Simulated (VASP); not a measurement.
Set up this calculation in VASP 6.6.1, as the native input.

```
Task                   : single point
Functional             : PBE
Dispersion             : D3(BJ)
Potentials or basis    : VASP PAW PBE potentials, release 64 (C, Cl, H)
Cutoff                 : 520 eV
k mesh                 : 1 × 1 × 1
Occupations            : fermi-dirac, width 0.02 eV
Spin                   : no spin polarisation
Dipole correction      : no
Further INCAR settings : LREAL = Auto; ALGO = Normal; EDIFF = 1e-06; NBANDS = 82
```

The structure of H3CCl lies in POSCAR:

```
H3CCl
1.0
    9.2706460000      0.4661660000      0.0699970000
    0.4661660000      7.8325180000     -0.0223340000
    0.0699970000     -0.0223340000      9.1612810000
C Cl H
8 8 24
Direct
    0.3879693692      0.8973778639      0.1292379685
    0.6470549101      0.4348603530      0.4695326198
   -0.0230526763      0.8994288623      0.6647434417
    0.8643031012      0.9299582609      0.1891079494
   -0.0623494207      0.4056535348      1.0174367688
    0.5317647494      0.8427434120      0.7205869893
    0.1373513484      0.2403031498      0.4077762431
    0.3871087724      0.3458770338      0.0602239321
    0.3751544373      0.8302546026      0.3120069367
    0.4682030723      0.3726208942      0.4979051843
    0.0817492862      0.9572703367      0.8169553440
    0.9863923493      0.7747496900      0.2849229004
   -0.2463915139      0.5044717437      0.9906271338
    0.5569640855      1.0679419472      0.7706744941
    0.1078826178      0.3695524958      0.5783909615
    0.3364560442      0.5299832396     -0.0560745018
    0.2777867420      0.9238286756      0.0940030713
    0.4398907711      1.0169207906      0.1124974635
    0.4396451690      0.7850769545      0.0661326801
    0.6355596218      0.5763677970      0.4695724683
    0.7168573722      0.3750503260      0.5490715227
    0.6788656370      0.3910085438      0.3557596614
    0.0545680369      0.8596101035      0.5842828021
   -0.0751464275      0.7961714515      0.7072855551
   -0.0887156502      1.0027628827      0.6314188524
    0.9193345359      0.9615921850      0.0873377359
    0.7559314148      0.8754079415      0.1763223320
    0.8386028116      1.0386337564      0.2662179192
   -0.0666639134      0.2690388647      1.0600564471
   -0.0006650084      0.4041178131      0.9111686582
   -0.0175163451      0.4951404940      1.0939064700
    0.4327995870      0.8034898214      0.7658700207
    0.5212567746      0.8531946911      0.6069204558
    0.6327091850      0.7655264686      0.7588141356
    0.1181749196      0.3284596564      0.3203770224
    0.2537264696      0.1891032596      0.4134207149
    0.0632069254      0.1468519035      0.4067832321
    0.3163752604      0.2506022561      0.0282112984
    0.5003535545      0.3013779064      0.0401044053
    0.3614026315      0.3819911991      0.1713334949
```

The input as run:

INCAR

```
SYSTEM = H3CCl
PREC = Accurate
ENCUT = 520
EDIFF = 1E-6
ISMEAR = -1
SIGMA = 0.02
LREAL = Auto
LASPH = .True.
NELM = 80
ALGO = Normal
ISIF = 2
LWAVE = .False.
LCHARG = .False.
GGA = PE
IVDW = 12
NBANDS = 82
```

KPOINTS

```
Automatic mesh
0
Gamma
  1 1 1
  0 0 0
```

Potentials or basis: VASP PAW PBE potentials, release 64 (C, Cl, H).

Run with:

```console
$ cat potpaw_PBE.64/C/POTCAR potpaw_PBE.64/Cl/POTCAR potpaw_PBE.64/H/POTCAR > POTCAR
$ mpirun -np 1 vasp_gam > vasp.out
```

Results of the run:

- Pressure: -0.3 GPa
- Largest force: 3.379 eV/Å
- Band gap on the k mesh: 5.20 eV
- Dispersion energy per atom: -0.047 eV

Caveat: the k points lie up to 0.81 Å⁻¹ apart.

Run time: 72 s on 1 thread of AMD EPYC 9R14 (Zen 4), on a shared host, peak memory 0.51 GiB.
